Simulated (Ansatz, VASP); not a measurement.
## Ru: VASP beside Ansatz

```xyz
2
Lattice="2.7055 0.0000 0.0000 -1.3528 2.3431 0.0000 0.0000 0.0000 4.2679" Properties=species:S:1:pos:R:3 pbc="T T T"
Ru    0.0000    1.5620    1.0670
Ru    1.3528    0.7810    3.2010
```

Alike in both runs: functional r2SCAN; k mesh 15 × 15 × 8; occupations fermi-dirac, width 0.15 eV; no spin polarisation.

Ansatz relaxed the structure, and its values are those at the end. VASP's run is a single point on that final structure, the one shown.

|  | VASP | Ansatz |
| --- | --- | --- |
| version | VASP 6.6.1 | Ansatz 0.2.0 |
| potentials or method | VASP PAW PBE potentials, release 64 (Ru_pv), cutoff 520 eV | scalar-relativistic, plane waves, PAW |
| valence electrons in the cell | 28 | 32 |

Ansatz gave:

| Item | Value |
| --- | --- |
| gap on the k mesh at the Fermi level (eV) | none |
| pressure (GPa) | 0.0 |

Problem. Estimate VASP's values.

Solution. gap on the k mesh at the Fermi level (eV): none; pressure (GPa): 1.0.

VASP's potentials were made for PBE, not for r2SCAN. A gap of «none» marks a metal or a gap that the smearing closes. The functional is the same, so the differences come from potentials, cutoffs and numerics. VASP's potentials hold 28 valence electrons a cell and Ansatz's 32, so a difference there can come from the potentials and not from the codes.
